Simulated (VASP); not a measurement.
# EuPt3 (Fm-3m) in VASP: notebook, part 2 of 2

VASP 6.6.1.

### Step 4. Single point, PBEsol, collinear spin, ferromagnetic start (17.76 Å³/atom)

This run uses another cell than the first one, of 17.76 Å³/atom.

Contents of INCAR:

```
SYSTEM = EuPt3
  ALGO = Normal
  EDIFF = 1E-7
  ENCUT = 520
  GGA = PS
  ISIF = 2
  ISMEAR = 0
  ISPIN = 2
  LASPH = .TRUE.
  LCHARG = .TRUE.
  LELF = .TRUE.
  LMAXMIX = 6
  LORBIT = 11
  LREAL = .FALSE.
  LVHAR = .TRUE.
  LWAVE = .FALSE.
  MAGMOM = 7.01 0 0 0
  NBANDS = 36
  NELM = 150
  PREC = Accurate
  SIGMA = 0.05
```

Contents of KPOINTS:

```
k-points
0
G
  8 8 8
  0 0 0
```

Contents of POSCAR:

```
EuPt3
1.0
    0.0000000000      3.2871274156      3.2871274156
    3.2871274156      0.0000000000      3.2871274156
    3.2871274156      3.2871274156      0.0000000000
Eu Pt
1 3
Direct
    0.0000000000      0.0000000000      0.0000000000
    0.5000000000      0.5000000000      0.5000000000
    0.2500000000      0.2500000000      0.2500000000
    0.7500000000      0.7500000000      0.7500000000
```

Potentials or basis: VASP PAW PBE potentials, release 64 (Eu, Pt).

Run with:

```console
$ cat potpaw_PBE.64/Eu/POTCAR potpaw_PBE.64/Pt/POTCAR > POTCAR
$ mpirun -np 1 vasp_std > vasp.out
```

OUTCAR:

```text
SYSTEM = EuPt3
   EDIFF = 1E-7
   ENCUT = 520
   GGA = PS
   ISIF = 2
   ISMEAR = 0
   ISPIN = 2
   LASPH = .TRUE.
   LORBIT = 11
   LREAL = .FALSE.
   NELM = 150
   PREC = Accurate

 ion  position               nearest neighbor table
   1  0.000  0.000  0.000-   4 2.85   4 2.85   4 2.85   3 2.85   3 2.85   3 2.85   4 2.85   3 2.85
                             2 3.29   2 3.29   2 3.29   2 3.29   2 3.29   2 3.29
   2  0.500  0.500  0.500-   3 2.85   3 2.85   3 2.85   4 2.85   4 2.85   4 2.85   4 2.85   3 2.85
                             1 3.29   1 3.29   1 3.29   1 3.29   1 3.29   1 3.29
   3  0.250  0.250  0.250-   1 2.85   1 2.85   1 2.85   2 2.85   2 2.85   2 2.85   2 2.85   1 2.85
[... 2063 lines left out ...]
     3.287127416  3.287127416  0.000000000     0.152108494  0.152108494 -0.152108494

 POSITION                                       TOTAL-FORCE (eV/Angst)
 -----------------------------------------------------------------------------------
      0.00000      0.00000      0.00000         0.000000     -0.000000     -0.000000
      3.28713      3.28713      3.28713         0.000000     -0.000000     -0.000000
      1.64356      1.64356      1.64356        -0.000000      0.000000      0.000000
      4.93069      4.93069      4.93069         0.000000     -0.000000     -0.000000
 -----------------------------------------------------------------------------------
    total drift:                               -0.000000      0.000000      0.000000

  FREE ENERGIE OF THE ION-ELECTRON SYSTEM (eV)
  ---------------------------------------------------
  free  energy   TOTEN  =       -34.1137825129 eV

  energy  without entropy=      -34.1026143202  energy(sigma->0) =      -34.10819842

 total charge

# of ion       s       p       d       f       tot
--------------------------------------------------
    1        2.079   5.716   0.633   6.394  14.822
    2        0.627   0.442   8.085   0.000   9.155
    3        0.659   0.391   8.193   0.000   9.243
    4        0.659   0.391   8.193   0.000   9.243
--------------------------------------------------
tot          4.025   6.941  25.104   6.394  42.463

 magnetization (x)

# of ion       s       p       d       f       tot
--------------------------------------------------
    1       -0.001  -0.077   0.109   6.267   6.298
    2        0.009   0.008  -0.004   0.000   0.014
    3        0.015   0.026  -0.065   0.000  -0.024
    4        0.015   0.026  -0.065   0.000  -0.024
--------------------------------------------------
tot          0.039  -0.017  -0.024   6.267   6.264
```

stdout:

```text
POSCAR found type information on POSCAR EuPt
 POSCAR found :  2 types and       4 ions
 scaLAPACK will be used
 -----------------------------------------------------------------------------
|                                                                             |
|                                                                             |
|     You enforced a specific xc type in the INCAR file but a different       |
|     I HOPE YOU KNOW WHAT YOU ARE DOING!                                     |
|                                                                             |
 -----------------------------------------------------------------------------

 LDA part: xc-table for (Slater+PW92), standard interpolation
 POSCAR, INCAR and KPOINTS ok, starting setup
 FFT: planning ... GRIDC
 FFT: planning ... GRID_SOFT
 FFT: planning ... GRID
 WAVECAR not read
 entering main loop
```

Run time: 3.2 min. Hardware: 1 thread of AMD EPYC 9R45 (Zen 5), shared host; peak memory 0.3 GiB.

What came out:

```yaml
Free_energy: -34.1138 eV
Pressure: 0.0 GPa
Net_moment: 6.54 μB per cell
Site_moments: Eu +6.30; Pt +0.01, -0.02 (each value once) μB
Valence_electrons_inside_the_program's_atomic_spheres: Eu 14.82; Pt 9.15, 9.24 (each value once)
```

Levels at points of the mesh, in eV from the Fermi level:
Spin up:
| k point | band 25 | band 26 | band 27 | band 28 | band 29 | band 30 |
| --- | --- | --- | --- | --- | --- | --- |
| (0.00, 0.00, 0.00) | -0.40 | -0.40 | -0.40 | 3.17 | 3.17 | 3.17 |
| (0.50, 0.00, 0.00) | -0.27 | 0.06 | 0.06 | 0.51 | 2.21 | 2.21 |
| (0.50, 0.50, 0.00) | -0.15 | -0.15 | -0.02 | 0.19 | 1.47 | 1.75 |
Spin down:
```tsv
k point	band 17	band 18	band 19	band 20	band 21	band 22	band 23	band 24
(0.00, 0.00, 0.00)	-1.03	-1.03	-0.89	-0.89	2.29	3.52	3.52	3.52
(0.50, 0.00, 0.00)	-1.19	-1.19	-0.58	-0.58	0.18	2.56	2.56	3.32
(0.50, 0.50, 0.00)	-1.02	-1.02	-0.94	-0.21	-0.18	1.71	1.87	1.87
```

Caveat: the PAW data sets were made with another functional, which shifts forces and pressure a little; spin-orbit coupling is left out, which moves the levels of the heavy elements; semilocal functionals describe open f shells poorly, which spoils levels, moments and volumes. The state reached can hang on the start; a lower one may exist.

### Step 5. Single point, PBEsol, collinear spin, ferromagnetic start (18.11 Å³/atom)

This run uses another cell than the first one, of 18.11 Å³/atom.

Contents of INCAR:

```
PREC = Accurate
ENCUT = 520
EDIFF = 1E-7
ISMEAR = 0
SIGMA = 0.05
LREAL = False
LASPH = True
NELM = 150
ALGO = Normal
ISIF = 2
LWAVE = False
LCHARG = False
ISPIN = 2
MAGMOM = 7.02 0 0 0
LORBIT = 11
LMAXMIX = 6
GGA = PS
NBANDS = 36
```

Contents of KPOINTS:

```
regular mesh
0
Gamma
  8 8 8
```

Contents of POSCAR:

```
EuPt3
1.0
    0.0000000000      3.3088971058      3.3088971058
    3.3088971058      0.0000000000      3.3088971058
    3.3088971058      3.3088971058      0.0000000000
Eu Pt
1 3
Direct
    0.0000000000      0.0000000000      0.0000000000
    0.5000000000      0.5000000000      0.5000000000
    0.2500000000      0.2500000000      0.2500000000
    0.7500000000      0.7500000000      0.7500000000
```

Run with:

```console
$ cat potpaw_PBE.64/Eu/POTCAR potpaw_PBE.64/Pt/POTCAR > POTCAR
$ mpirun -np 1 vasp_std > vasp.out
```

It took 3.4 min on 1 thread of AMD EPYC 9R45 (Zen 5), shared host; peak memory 0.3 GiB.

Results (log left out):

```
Free energy                                           : -34.1011 eV
Pressure                                              : -3.0 GPa
Net moment                                            : 6.54 μB per cell
Site moments                                          : Eu +6.30; Pt +0.01, -0.03 (each value once) μB
Valence electrons inside the program's atomic spheres : Eu 14.79; Pt 9.12, 9.21 (each value once)
```

Levels at points of the mesh, in eV from the Fermi level:
Spin up:
```tsv
k point	band 25	band 26	band 27	band 28	band 29	band 30
(0.00, 0.00, 0.00)	-0.39	-0.39	-0.39	3.13	3.13	3.13
(0.50, 0.00, 0.00)	-0.26	0.05	0.05	0.49	2.21	2.21
(0.50, 0.50, 0.00)	-0.15	-0.15	-0.02	0.18	1.44	1.73
```
Spin down:
```
           k point  band 16  band 17  band 18  band 19  band 20  band 21  band 22  band 23  band 24  band 25
(0.00, 0.00, 0.00)    -1.85    -0.99    -0.99    -0.86    -0.86     2.28     3.49     3.49     3.49     3.86
(0.50, 0.00, 0.00)    -2.88    -1.16    -1.16    -0.57    -0.57     0.17     2.56     2.56     3.32     4.20
(0.50, 0.50, 0.00)    -1.34    -0.98    -0.98    -0.91    -0.21    -0.18     1.68     1.85     1.85     4.07
```

Caveat: the cell stands under tension; the PAW data sets were made with another functional, which shifts forces and pressure a little; spin-orbit coupling is left out, which moves the levels of the heavy elements; semilocal functionals describe open f shells poorly, which spoils levels, moments and volumes.

### Step 6. Overview

```csv
cell,gap on the mesh (eV),pressure (GPa),moment (μB)
"a = 4.586 Å, angles 60.0°, 4 atoms",none,7.3,6.53
"a = 4.617 Å, angles 60.0°, 4 atoms",none,3.4,6.54
"a = 4.649 Å, angles 60.0°, 4 atoms",none,0.0,6.54
"a = 4.679 Å, angles 60.0°, 4 atoms",none,-3.0,6.54
```

Alike in all rows: task single point; level PBEsol; potentials or basis VASP PAW PBE potentials, release 64 (Eu, Pt); spin collinear, ferromagnetic start; k mesh 8 × 8 × 8; cutoff (eV) 520; smearing gaussian 0.05 eV.

Caveats: the PAW data sets were made with another functional, which shifts forces and pressure a little; spin-orbit coupling is left out, which moves the levels of the heavy elements; semilocal functionals describe open f shells poorly, which spoils levels, moments and volumes; the cell stands under pressure (at least some runs); the cell stands under tension (at least some runs).

Total energies depend on the potentials used, so only differences within one code and one set of settings carry meaning.
